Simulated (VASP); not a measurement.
# BAs (F-43m) in VASP: single point with PBE

Aim: the single point of BAs with PBE.

Everything below comes from runs of VASP 6.6.1. Logs are shortened: lines on timing, memory, paths and dates and some standing lists are left out, and cuts for length are marked.

### Step 1. The cell of the first run

The structure is cubic, space group F-43m (No. 216). Conventional cell: a = 4.768 Å, b = 4.768 Å, c = 4.768 Å, α = 90.00°, β = 90.00°, γ = 90.00°. B (site symmetry -43m) has 4 As at 2.06 Å within 2.7 Å. As (site symmetry -43m) has 4 B at 2.06 Å within 2.7 Å.

### Step 2. Single point, PBE

The input, INCAR:

```
PREC = Accurate ; ENCUT = 500
EDIFF = 1E-6 ; ISMEAR = -1
SIGMA = 0.05 ; LREAL = F
LASPH = T ; NELM = 120
ALGO = Normal ; ISIF = 2
LWAVE = F ; LCHARG = F
GGA = PE ; NBANDS = 11
GGA_COMPAT = F
```

The input, KPOINTS:

```
regular mesh
0
Gamma
  9 9 9
```

The input, POSCAR:

```
BAs
1.0
    0.0000000000      2.3839410000      2.3839410000
    2.3839410000      0.0000000000      2.3839410000
    2.3839410000      2.3839410000      0.0000000000
B As
1 1
Direct
    0.0000000000      0.0000000000      0.0000000000
    0.2500000000      0.2500000000      0.2500000000
```

Potentials or basis: VASP PAW PBE potentials, release 64 (B, As).

Started as:

```bash
$ cat potpaw_PBE.64/B/POTCAR potpaw_PBE.64/As/POTCAR > POTCAR
$ mpirun -np 1 vasp_std > vasp.out
```

OUTCAR:

```text
PREC = Accurate
   ENCUT = 500
   EDIFF = 1E-6
   ISMEAR = -1
   LREAL = F
   LASPH = T
   NELM = 120
   ISIF = 2
   GGA = PE

 ion  position               nearest neighbor table
   1  0.000  0.000  0.000-   2 2.06   2 2.06   2 2.06   2 2.06
   2  0.250  0.250  0.250-   1 2.06   1 2.06   1 2.06   1 2.06

  LATTYP: Found a face centered cubic cell.
 ALAT       =     4.7678820000

  Lattice vectors:

 A1 = (   0.0000000000,   2.3839410000,   2.3839410000)
 A2 = (   2.3839410000,   0.0000000000,   2.3839410000)
 A3 = (   2.3839410000,   2.3839410000,   0.0000000000)

Analysis of symmetry for initial positions (statically):
=====================================================================
 Subroutine PRICEL returns:
 Original cell was already a primitive cell.

 Routine SETGRP: Setting up the symmetry group for a
 face centered cubic supercell.

 Subroutine GETGRP returns: Found 24 space group operations
 (whereof 24 operations were pure point group operations)
 out of a pool of 48 trial point group operations.

The static configuration has the point symmetry T_d .

Analysis of symmetry for dynamics (positions and initial velocities):
=====================================================================
 Subroutine PRICEL returns:
 Original cell was already a primitive cell.

 Routine SETGRP: Setting up the symmetry group for a
 face centered cubic supercell.

 Subroutine GETGRP returns: Found 24 space group operations
 (whereof 24 operations were pure point group operations)
 out of a pool of 48 trial point group operations.

The dynamic configuration has the point symmetry T_d .

 Subroutine INISYM returns: Found 24 space group operations
 (whereof 24 operations are pure point group operations),
 and found     1 'primitive' translations

----------------------------------------------------------------------------------------

                                     Primitive cell

  volume of cell :      27.0967

  direct lattice vectors                    reciprocal lattice vectors
     0.000000000  2.383941000  2.383941000    -0.209736734  0.209736734  0.209736734
     2.383941000  0.000000000  2.383941000     0.209736734 -0.209736734  0.209736734
     2.383941000  2.383941000  0.000000000     0.209736734  0.209736734 -0.209736734

  length of vectors
     3.371401694  3.371401694  3.371401694     0.363274680  0.363274680  0.363274680

  position of ions in fractional coordinates (direct lattice)
     0.000000000  0.000000000  0.000000000
[... 80 lines left out ...]
   EDIFFG = 0.1E-04   stopping-criterion for IOM
   NSW    =      0    number of steps for IOM
   IBRION =     -1    ionic relax: 0-MD 1-quasi-New 2-CG
   NFREE  =      0    steps in history (QN), initial steepest desc. (CG)
   ISIF   =      2    stress and relaxation
   ISYM   =      2    0-nonsym 1-usesym 2-fastsym
   POTIM  = 0.5000    time-step for ionic-motion
   TEBEG  =    0.0;   TEEND  =   0.0 temperature during run
   PSTRESS=    0.0 pullay stress
   NELECT =       8.0000    total number of electrons
   NUPDOWN=      -1.0000    fix difference up-down
   EMIN   =  10.00;   EMAX   =-10.00  energy-range for DOS
   EFERMI =   0.00;   METHOD = LEGACY
   ISMEAR =    -1;   SIGMA  =   0.05  broadening in eV -4-tet -1-fermi 0-gaus
   EFERMI_NEDOS =   21; number of points for ismear=-14 and -15
   IALGO  =     38    algorithm
   IMIX   =      4    mixing-type and parameters
     AMIX     =   0.40;   BMIX     =  1.00
     AMIX_MAG =   1.60;   BMIX_MAG =  1.00
  volume/ion in A,a.u.               =      13.55        91.43
  Fermi-wavevector in a.u.,A,eV,Ry     =   1.090099  2.059989 16.168022  1.188316
  Thomas-Fermi vector in A             =   2.226316
   LORBIT       =      0    0 simple, 1 ext, 2 COOP (PROOUT), +10 PAW based schemes
   GGA     = PE    functional components
   LHFCALC =     F    Hartree Fock is set to
   AEXX    =    0.0000 exact exchange contribution
   IVDW    =     0    specifies the selected vdW correction
   LEPSILON=     F    determine dielectric tensor
   LRPA    =     F    only Hartree local field effects (RPA)
 non-spin polarized calculation
  energy-cutoff  :      500.00
  volume of cell :       27.10
 maximum number of plane-waves:       701
 NGX is ok and might be reduce to    28
   NGX = 13   NGY = 13   NGZ = 13

 number of electron       8.0000000 magnetization

 Free energy of the ion-electron system (eV)
  ---------------------------------------------------
  ext. energy  EPLUGINS =         0.00000000
  ---------------------------------------------------
  free energy    TOTEN  =       -11.40175704 eV

  energy without entropy =      -11.40175695  energy(sigma->0) =      -11.40175699

 E-fermi :   6.7748     XC(G=0): -10.6090

 val. band max:        6.1900748831   @ k =   0.0000   0.0000   0.0000
 cond. band min:       7.4097425089   @ k =   0.4444   0.4444   0.0000
 fundamental gap:      1.2196676258
 Fermi energy:         6.7748146902

 k-point     1 :       0.0000    0.0000    0.0000
  band No.  band energies     occupation
      1      -9.2638      2.00000
      2       6.1901      1.99998
      3       6.1901      1.99998
      4       6.1901      1.99998
      5       9.4736      0.00000
      6       9.4736      0.00000
      7       9.4736      0.00000
      8      10.9499      0.00000
      9      15.8007      0.00000
     10      19.1636      0.00000
     11      19.1636      0.00000
[... 309 lines left out ...]
 k-point    24 :       0.4444    0.4444    0.0000
  band No.  band energies     occupation
      1      -5.4141      2.00000
      2      -1.9178      2.00000
      3       2.1558      2.00000
      4       2.1558      2.00000
      5       7.4097      0.00001
      6       7.9995      0.00000
      7      17.2751      0.00000
      8      17.2751      0.00000
      9      18.9267      0.00000
     10      23.4332      0.00000
     11      23.8324      0.00000

 [... further k-points ...]
[... 5 lines left out ...]
  --------------------------------------------------------------------------------------
  -------------------------------------------------------------------------------------
  Total        0.7229902      0.7229902      0.7229902     -0.0000000      0.0000000     -0.0000000
  in kB       42.7490542     42.7490542     42.7490542     -0.0000000      0.0000000     -0.0000000
  external PRESSURE =      42.7490542 kB  Pullay stress =       0.0000000 kB

 VOLUME and BASIS-vectors are now :
 -----------------------------------------------------------------------------
  energy-cutoff  :      500.00
  volume of cell :       27.10
      direct lattice vectors                 reciprocal lattice vectors
     0.000000000  2.383941000  2.383941000    -0.209736734  0.209736734  0.209736734
     2.383941000  0.000000000  2.383941000     0.209736734 -0.209736734  0.209736734
     2.383941000  2.383941000  0.000000000     0.209736734  0.209736734 -0.209736734

 POSITION                                       TOTAL-FORCE (eV/Angst)
 -----------------------------------------------------------------------------------
      0.00000      0.00000      0.00000        -0.000000     -0.000000     -0.000000
      1.19197      1.19197      1.19197         0.000000      0.000000      0.000000
 -----------------------------------------------------------------------------------
    total drift:                               -0.000000     -0.000000     -0.000000

  FREE ENERGIE OF THE ION-ELECTRON SYSTEM (eV)
  ---------------------------------------------------
  free  energy   TOTEN  =       -11.4017570402 eV

  energy  without entropy=      -11.4017569480  energy(sigma->0) =      -11.40175699
```

Wall time 21 s (1 thread of Intel Xeon Platinum 8259CL at 2.50GHz (Skylake/Cascade Lake), shared host); peak memory 0.16 GiB.

Results:

```
Free energy            : -11.4018 eV
Pressure               : 4.3 GPa
Band gap on the k mesh : 1.22 eV (least direct gap 3.28 eV)
```

Levels at points of the mesh, in eV from the valence-band top:
| k point | band 1 | band 2 | band 3 | band 4 | band 5 | band 6 | band 7 | band 8 | band 9 |
| --- | --- | --- | --- | --- | --- | --- | --- | --- | --- |
| (0.00, 0.00, 0.00) | -15.45 | 0.00 | 0.00 | 0.00 | 3.28 | 3.28 | 3.28 | 4.76 | 9.61 |

Caveat: the cell stands under pressure; an odd mesh through Γ misses points on the zone boundary, where band edges can lie.
